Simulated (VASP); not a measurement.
# Zn (P-1) in VASP: electric field gradients with PBEsol

Aim: the electric field gradients of Zn with PBEsol.

Program: VASP 6.6.1. These are calculated values, not measurements. Logs are shortened: lines on timing, memory, paths and dates and some standing lists are left out, and cuts for length are marked.

## 1. The cell of the first run

The typed cell holds 2 atoms: a = 2.665 Å, b = 2.630 Å, c = 4.948 Å, α = 89.36°, β = 88.27°, γ = 118.70°.

## 2. Electric field gradients, PBEsol (equal xy, yz and zx shear strains of +3 %)

The input, INCAR:

```
SYSTEM = Zn
ALGO     = Normal         ! electronic algorithm
EDIFF    = 1E-8           ! SCF threshold, eV
ENCUT    = 520            ! plane-wave cutoff, eV
GGA      = PS             ! functional
ISIF     = 2              ! what is computed and relaxed
ISMEAR   = -1             ! smearing method
LASPH    = .TRUE.         ! aspherical terms in the spheres
LCHARG   = .FALSE.        ! write CHGCAR
LEFG     = .TRUE.       
LREAL    = .FALSE.        ! projectors in reciprocal space
LWAVE    = .FALSE.        ! write WAVECAR
NBANDS   = 19             ! bands
NELM     = 100            ! most SCF steps
PREC     = Accurate       ! precision mode
SIGMA    = 0.03           ! smearing width, eV
```

The input, KPOINTS:

```
k-points
0
G
  18 18 8
  0 0 0
```

The input, POSCAR:

```
Zn
1.0
    2.6647980532      0.0399719708      0.0399719708
   -1.2977822844      2.2877968246      0.0146307568
    0.0742005000      0.0742005000      4.9467000000
Zn
2
Direct
    0.3333333333      0.6666666667      0.2500000000
    0.6666666667      0.3333333333      0.7500000000
```

Potentials or basis: VASP PAW PBE potentials, release 64 (Zn).

Run with:

```sh
$ cat potpaw_PBE.64/Zn/POTCAR > POTCAR
$ mpirun -np 1 vasp_std > vasp.out
```

OUTCAR:

```text
SYSTEM = Zn
   EDIFF = 1E-8
   ENCUT = 520
   GGA = PS
   ISIF = 2
   ISMEAR = -1
   LASPH = .TRUE.
   LREAL = .FALSE.
   NELM = 100
   PREC = Accurate

 ion  position               nearest neighbor table
   1  0.333  0.667  0.250-   2 2.87   2 2.87   2 2.89   2 2.92   2 2.95   2 2.98
   2  0.667  0.333  0.750-   1 2.87   1 2.87   1 2.89   1 2.92   1 2.95   1 2.98

  LATTYP: Found a triclinic cell.
 ALAT       =     2.7000409506
 B/A-ratio  =     0.9741696453
 C/A-ratio  =     1.8324954965
 COS(alpha) =     0.0112057055
 COS(beta)  =     0.0407400298
 COS(gamma) =     0.5001712246

  Lattice vectors:

 A1 = (   1.3670157688,   2.3277687954,   0.0546027276)
 A2 = (  -1.2977822844,   2.2877968246,   0.0146307568)
 A3 = (   0.0742005000,   0.0742005000,   4.9467000000)

Analysis of symmetry for initial positions (statically):
=====================================================================
 Subroutine PRICEL returns:
 Original cell was already a primitive cell.

 Routine SETGRP: Setting up the symmetry group for a
 triclinic supercell.

 Subroutine GETGRP returns: Found  2 space group operations
 (whereof  2 operations were pure point group operations)
 out of a pool of  2 trial point group operations.

The static configuration has the point symmetry S_2 .

Analysis of symmetry for dynamics (positions and initial velocities):
=====================================================================
 Subroutine PRICEL returns:
 Original cell was already a primitive cell.

 Routine SETGRP: Setting up the symmetry group for a
 triclinic supercell.

 Subroutine GETGRP returns: Found  2 space group operations
 (whereof  2 operations were pure point group operations)
 out of a pool of  2 trial point group operations.

The dynamic configuration has the point symmetry S_2 .

 Subroutine INISYM returns: Found  2 space group operations
 (whereof  2 operations are pure point group operations),
 and found     1 'primitive' translations

[... 124 lines left out ...]
   LRPA    =     F    only Hartree local field effects (RPA)
 non-spin polarized calculation
  energy-cutoff  :      520.00
  volume of cell :       30.40
 maximum number of plane-waves:       839
   NGX =  9   NGY =  9   NGZ = 19

 number of electron      24.0000009 magnetization

 Free energy of the ion-electron system (eV)
  ---------------------------------------------------
  ext. energy  EPLUGINS =         0.00000000
  ---------------------------------------------------
  free energy    TOTEN  =        -3.13379609 eV

  energy without entropy =       -3.13256428  energy(sigma->0) =       -3.13318018

 E-fermi :   2.9844     XC(G=0): -11.7031

 val. band max:        2.9818385669   @ k =  -0.4444  -0.1111   0.3750
 cond. band min:       2.9887736457   @ k =  -0.2222  -0.0000   0.1250
 fundamental gap:      0.0069350788
 Fermi energy:         2.9843934998

 k-point     1 :       0.0000    0.0000    0.0000
  band No.  band energies     occupation
      1      -7.4777      2.00000
      2      -5.6442      2.00000
      3      -4.9421      2.00000
      4      -4.7720      2.00000
      5      -4.7194      2.00000
      6      -4.6436      2.00000
[... 505 lines left out ...]
      6      -4.5463      2.00000
[... 11 lines left out ...]
     18      18.9983      0.00000
     19      19.9149      0.00000

 [... further k-points ...]

------------------------ aborting loop because EDIFF is reached ----------------------------------------

  FORCE on cell =-STRESS in cart. coord.  units (eV):
  Direction    XX          YY          ZZ          XY          YZ          ZX
  --------------------------------------------------------------------------------------
  -------------------------------------------------------------------------------------
  Total       -1.0691553     -0.9445323     -0.6977557     -0.1882198     -0.1330333     -0.1442185
  in kB      -56.3464913    -49.7786246    -36.7730358     -9.9195373     -7.0111072     -7.6005865
  external PRESSURE =     -47.6327172 kB  Pullay stress =       0.0000000 kB

 VOLUME and BASIS-vectors are now :
 -----------------------------------------------------------------------------
  energy-cutoff  :      520.00
  volume of cell :       30.40
      direct lattice vectors                 reciprocal lattice vectors
     2.664798053  0.039971971  0.039971971     0.372226140  0.211206050 -0.008751483
    -1.297782284  2.287796825  0.014630757    -0.006406530  0.433508536 -0.006406530
     0.074200500  0.074200500  4.946700000    -0.002988837 -0.002988837  0.202244637

 POSITION                                       TOTAL-FORCE (eV/Angst)
 -----------------------------------------------------------------------------------
      0.04163      1.55707      1.25975         0.018984      0.004411     -0.000108
      1.39959      0.84490      3.74155        -0.018984     -0.004411      0.000108
 -----------------------------------------------------------------------------------
    total drift:                                0.000000     -0.000000      0.000000

  FREE ENERGIE OF THE ION-ELECTRON SYSTEM (eV)
  ---------------------------------------------------
  free  energy   TOTEN  =        -3.1337960913 eV

  energy  without entropy=       -3.1325642776  energy(sigma->0) =       -3.13318018

 Electric field gradients (V/A^2)
---------------------------------------------------------------------
 ion       V_xx      V_yy      V_zz      V_xy      V_xz      V_yz
---------------------------------------------------------------------
   1     -16.116   -18.880    34.996     5.092     2.019     1.697
   2     -16.116   -18.880    34.996     5.092     2.019     1.697
---------------------------------------------------------------------

 Electric field gradients after diagonalization (V/A^2)
 (convention: |V_zz| > |V_xx| > |V_yy|)
----------------------------------------------------------------------
 ion       V_xx      V_yy      V_zz     asymmetry (V_yy - V_xx)/ V_zz
----------------------------------------------------------------------
   1     -22.775   -12.368    35.143       0.296
   2     -22.775   -12.368    35.143       0.296
----------------------------------------------------------------------

           NMR quadrupolar parameters

 Cq : quadrupolar parameter    Cq=e*Q*V_zz/h
 eta: asymmetry parameters     (V_yy - V_xx)/ V_zz
 Q  : nuclear electric quadrupole moment in mb (millibarn)
----------------------------------------------------------------------
 ion       Cq(MHz)       eta       Q (mb)
----------------------------------------------------------------------
   1       0.085       0.296       1.000
   2       0.085       0.296       1.000
----------------------------------------------------------------------
```

Wall time 10 min (1 thread of Oxide Virtual Turin-like, shared host); peak memory 0.62 GiB.

Results:

| Quantity | Value |
| --- | --- |
| Free energy | -3.1338 eV |
| Pressure | -4.8 GPa |
| Largest force | 0.019 eV/Å |
| Band gap on the k mesh | zero (bands 12 and 13 overlap by 4.71 eV) |
| Largest electric field gradient by atom | Zn +35.1 V/Å² |

Forces on the atoms (eV/Å):
```
Zn   0.019  0.004  0.000
Zn  -0.019 -0.004  0.000
```

Electric field gradients, principal values (V/Å²):
| atom | least | middle | greatest (by size) |
| --- | --- | --- | --- |
| 1 Zn | -12.368 | -22.775 | 35.143 |
| 2 Zn | -12.368 | -22.775 | 35.143 |

Caveat: the cell differs from its parent crystal (equal xy, yz and zx shear strains of +3 %); the cell stands under tension; without QUAD_EFG the Cq values of the log hold for a quadrupole moment of 1 mb, not for the nuclei; the PAW data sets were made with another functional, which shifts forces and pressure a little.
